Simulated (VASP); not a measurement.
# CdSe (I-43m) in VASP: density of states with PBE

Aim: the density of states of CdSe with PBE.

Everything below comes from runs of VASP 6.6.1. Logs are shortened: lines on timing, memory, paths and dates and some standing lists are left out, and cuts for length are marked.

### 1 The cell of the first run

It takes space group I-43m (No. 217, cubic). The conventional cell has a = 8.459 Å, b = 8.459 Å, c = 8.459 Å, α = 90.00°, β = 90.00°, γ = 90.00°. Cd (site symmetry 3m) has 4 Se at 2.59 to 2.73 Å within 3.4 Å. Se (site symmetry 3m) has 4 Cd at 2.59 to 2.73 Å within 3.4 Å.

### 2 Density of states, PBE

POSCAR reads:

```
CdSe
1.0
   -4.2296079929      4.2296079929      4.2296079929
    4.2296079929     -4.2296079929      4.2296079929
    4.2296079929      4.2296079929     -4.2296079929
Cd Se
4 4
Direct
    0.3191740331      0.0000000000      0.0000000000
    0.6808259669      0.6808259669      0.6808259669
    0.0000000000      0.3191740331      0.0000000000
    0.0000000000      0.0000000000      0.3191740331
    0.0000000000      0.6732160426      0.0000000000
    0.3267839574      0.3267839574      0.3267839574
    0.6732160426      0.0000000000      0.0000000000
    0.0000000000      0.0000000000      0.6732160426
```

INCAR.step1 reads:

```
SYSTEM = CdSe
PREC = Accurate
ENCUT = 520
EDIFF = 1E-6
ISMEAR = 0
SIGMA = 0.02
LREAL = .FALSE.
LASPH = .TRUE.
NELM = 100
ALGO = Normal
ISIF = 2
LWAVE = .FALSE.
LCHARG = .TRUE.
GGA = PE
NBANDS = 46
```

KPOINTS.step1 reads:

```
Automatic mesh
0
G
  6 6 6
  0 0 0
```

INCAR.step2 reads:

```
SYSTEM = CdSe
PREC = Accurate
ENCUT = 520
EDIFF = 1E-6
ISMEAR = -5
SIGMA = 0.02
LREAL = .FALSE.
LASPH = .TRUE.
NELM = 100
ALGO = Normal
ISIF = 2
LWAVE = .FALSE.
LCHARG = .FALSE.
GGA = PE
LORBIT = 10
NBANDS = 46
NEDOS = 1001
ICHARG = 11
```

KPOINTS.step2 reads:

```
Automatic mesh
0
G
  9 9 9
  0 0 0
```

Potentials or basis: VASP PAW PBE potentials, release 64 (Cd, Se).

The run is started by

```sh
> cat potpaw_PBE.64/Cd/POTCAR potpaw_PBE.64/Se/POTCAR > POTCAR
> cp INCAR.step1 INCAR
> cp KPOINTS.step1 KPOINTS
> mpirun -np 1 vasp_std > vasp.out
> cp INCAR.step2 INCAR
> cp KPOINTS.step2 KPOINTS
> mpirun -np 1 vasp_std > vasp.out
```

OUTCAR:

```text
SYSTEM = CdSe
   PREC = Accurate
   ENCUT = 520
   EDIFF = 1E-6
   ISMEAR = -5
   LREAL = .FALSE.
   LASPH = .TRUE.
   NELM = 100
   ISIF = 2
   GGA = PE
   LORBIT = 10
   ICHARG = 11

 ion  position               nearest neighbor table
   1  0.319  0.000  0.000-   7 2.59   6 2.73   5 2.73   8 2.73
   2  0.681  0.681  0.681-   6 2.59   5 2.73   7 2.73   8 2.73
   3  0.000  0.319  0.000-   5 2.59   6 2.73   7 2.73   8 2.73
   4  0.000  0.000  0.319-   8 2.59   6 2.73   7 2.73   5 2.73
   5  0.000  0.673  0.000-   3 2.59   2 2.73   1 2.73   4 2.73
   6  0.327  0.327  0.327-   2 2.59   1 2.73   3 2.73   4 2.73
   7  0.673  0.000  0.000-   1 2.59   2 2.73   3 2.73   4 2.73
   8  0.000  0.000  0.673-   4 2.59   2 2.73   3 2.73   1 2.73

  LATTYP: Found a body centered cubic cell.
 ALAT       =     8.4592159858

  Lattice vectors:

 A1 = (  -4.2296079929,   4.2296079929,   4.2296079929)
 A2 = (   4.2296079929,  -4.2296079929,   4.2296079929)
 A3 = (   4.2296079929,   4.2296079929,  -4.2296079929)

Analysis of symmetry for initial positions (statically):
=====================================================================
 Subroutine PRICEL returns:
 Original cell was already a primitive cell.

 Routine SETGRP: Setting up the symmetry group for a
 body centered cubic supercell.

 Subroutine GETGRP returns: Found 24 space group operations
 (whereof 24 operations were pure point group operations)
 out of a pool of 48 trial point group operations.

The static configuration has the point symmetry T_d .

Analysis of symmetry for dynamics (positions and initial velocities):
=====================================================================
 Subroutine PRICEL returns:
 Original cell was already a primitive cell.

 Routine SETGRP: Setting up the symmetry group for a
 body centered cubic supercell.

 Subroutine GETGRP returns: Found 24 space group operations
 (whereof 24 operations were pure point group operations)
 out of a pool of 48 trial point group operations.

The dynamic configuration has the point symmetry T_d .

 Subroutine INISYM returns: Found 24 space group operations
 (whereof 24 operations are pure point group operations),
 and found     1 'primitive' translations

[... 117 lines left out ...]
   TEBEG  =    0.0;   TEEND  =   0.0 temperature during run
   PSTRESS=    0.0 pullay stress
   NELECT =      72.0000    total number of electrons
   NUPDOWN=      -1.0000    fix difference up-down
   EMIN   =  10.00;   EMAX   =-10.00  energy-range for DOS
   EFERMI =   0.00;   METHOD = LEGACY
   ISMEAR =    -5;   SIGMA  =   0.02  broadening in eV -4-tet -1-fermi 0-gaus
   EFERMI_NEDOS =   21; number of points for ismear=-14 and -15
   IALGO  =     38    algorithm
   IMIX   =      4    mixing-type and parameters
     AMIX     =   0.40;   BMIX     =  1.00
     AMIX_MAG =   1.60;   BMIX_MAG =  1.00
  volume/ion in A,a.u.               =      37.83       255.31
  Fermi-wavevector in a.u.,A,eV,Ry     =   1.014376  1.916892 13.999827  1.028958
  Thomas-Fermi vector in A             =   2.147600
   LORBIT       =     10    0 simple, 1 ext, 2 COOP (PROOUT), +10 PAW based schemes
   GGA     = PE    functional components
   LHFCALC =     F    Hartree Fock is set to
   AEXX    =    0.0000 exact exchange contribution
   IVDW    =     0    specifies the selected vdW correction
   LEPSILON=     F    determine dielectric tensor
   LRPA    =     F    only Hartree local field effects (RPA)
 non-spin polarized calculation
 Fermi weights with tetrahedron method with Bloechl corrections
  energy-cutoff  :      520.00
  volume of cell :      302.66
 maximum number of plane-waves:      8171

 number of electron      71.9999997 magnetization

 Free energy of the ion-electron system (eV)
  ---------------------------------------------------
  ext. energy  EPLUGINS =         0.00000000
  ---------------------------------------------------
  free energy    TOTEN  =       -21.06900302 eV

  energy without entropy =      -21.06900302  energy(sigma->0) =      -21.06900302

 E-fermi :  -0.9462     XC(G=0):  -7.2678

 val. band max:       -0.9587574276   @ k =  -0.4444   0.4444   0.4444
 cond. band min:      -0.0355260241   @ k =   0.0000   0.0000   0.0000
 fundamental gap:      0.9232314035
 Fermi energy:        -0.9462007808

 k-point     1 :       0.0000    0.0000    0.0000
  band No.  band energies     occupation
      1     -13.0366      2.00000
      2     -12.5313      2.00000
      3     -12.5313      2.00000
      4     -12.5313      2.00000
      5      -8.6102      2.00000
      6      -8.6102      2.00000
[... 1165 lines left out ...]
     45       5.0415      0.00000
     46       5.2967      0.00000

 [... further k-points ...]
[... 5 lines left out ...]
  --------------------------------------------------------------------------------------
  -------------------------------------------------------------------------------------
  Total        0.4122833      0.4122833      0.4122833      0.0000000     -0.0000000      0.0000000
  in kB        2.1824585      2.1824585      2.1824585      0.0000000     -0.0000000      0.0000000
  external PRESSURE =       2.1824585 kB  Pullay stress =       0.0000000 kB

 VOLUME and BASIS-vectors are now :
 -----------------------------------------------------------------------------
  energy-cutoff  :      520.00
  volume of cell :      302.66
      direct lattice vectors                 reciprocal lattice vectors
    -4.229607993  4.229607993  4.229607993     0.000000000  0.118214265  0.118214265
     4.229607993 -4.229607993  4.229607993     0.118214265  0.000000000  0.118214265
     4.229607993  4.229607993 -4.229607993     0.118214265  0.118214265  0.000000000

 POSITION                                       TOTAL-FORCE (eV/Angst)
 -----------------------------------------------------------------------------------
     -1.34998      1.34998      1.34998         0.005228     -0.005228     -0.005228
      2.87963      2.87963      2.87963         0.005228      0.005228      0.005228
      1.34998     -1.34998      1.34998        -0.005228      0.005228     -0.005228
      1.34998      1.34998     -1.34998        -0.005228     -0.005228      0.005228
      2.84744     -2.84744      2.84744        -0.007131      0.007131     -0.007131
      1.38217      1.38217      1.38217         0.007131      0.007131      0.007131
     -2.84744      2.84744      2.84744         0.007131     -0.007131     -0.007131
      2.84744      2.84744     -2.84744        -0.007131     -0.007131      0.007131
 -----------------------------------------------------------------------------------
    total drift:                               -0.000002     -0.000002     -0.000005

  FREE ENERGIE OF THE ION-ELECTRON SYSTEM (eV)
  ---------------------------------------------------
  free  energy   TOTEN  =       -21.0690030214 eV

  energy  without entropy=      -21.0690030214  energy(sigma->0) =      -21.06900302

 total charge

# of ion       s       p       d       tot
------------------------------------------
    1        0.441   0.268   9.555  10.264
    2        0.441   0.268   9.555  10.264
    3        0.441   0.268   9.555  10.264
    4        0.441   0.268   9.555  10.264
    5        1.448   2.366   0.018   3.832
    6        1.448   2.366   0.018   3.832
    7        1.448   2.366   0.018   3.832
    8        1.448   2.366   0.018   3.832
--------------------------------------------------
tot          7.556  10.536  38.292  56.384
```

OSZICAR.step1:

```text
N       E                     dE             d eps       ncg     rms          rms(c)
DAV:   1     0.493667157993E+03    0.49367E+03   -0.32479E+04  1472   0.135E+03
DAV:   2     0.109401438558E+02   -0.48273E+03   -0.47031E+03  1694   0.329E+02
DAV:   3    -0.223306307857E+02   -0.33271E+02   -0.33072E+02  1720   0.820E+01
DAV:   4    -0.228453706433E+02   -0.51474E+00   -0.51413E+00  1670   0.968E+00
DAV:   5    -0.228517311486E+02   -0.63605E-02   -0.63600E-02  1748   0.102E+00    0.111E+01
DAV:   6    -0.211431208358E+02    0.17086E+01   -0.36192E+00  1680   0.126E+01    0.884E+00
DAV:   7    -0.210698236127E+02    0.73297E-01   -0.12485E+00  1610   0.415E+00    0.390E+00
DAV:   8    -0.210700450618E+02   -0.22145E-03   -0.12811E-01  1598   0.271E+00    0.544E-01
DAV:   9    -0.210685353898E+02    0.15097E-02   -0.28518E-02  1646   0.142E+00    0.199E-01
DAV:  10    -0.210687384717E+02   -0.20308E-03   -0.24723E-03  1594   0.435E-01    0.125E-01
DAV:  11    -0.210691213121E+02   -0.38284E-03   -0.12857E-03  1594   0.178E-01    0.521E-02
DAV:  12    -0.210689837140E+02    0.13760E-03   -0.44200E-04  1650   0.142E-01    0.172E-02
DAV:  13    -0.210689883011E+02   -0.45871E-05   -0.51221E-05  1668   0.268E-02    0.957E-03
DAV:  14    -0.210689890408E+02   -0.73966E-06   -0.20278E-06  1216   0.945E-03
   1 F= -.21068989E+02 E0= -.21068989E+02  d E =-.553248E-19
```

Run time: 11 min. Hardware: 1 thread of Oxide Virtual Turin-like, shared host; peak memory 0.58 GiB.

What came out:

- Valence electrons inside the program's atomic spheres: Cd 10.26; Se 3.83
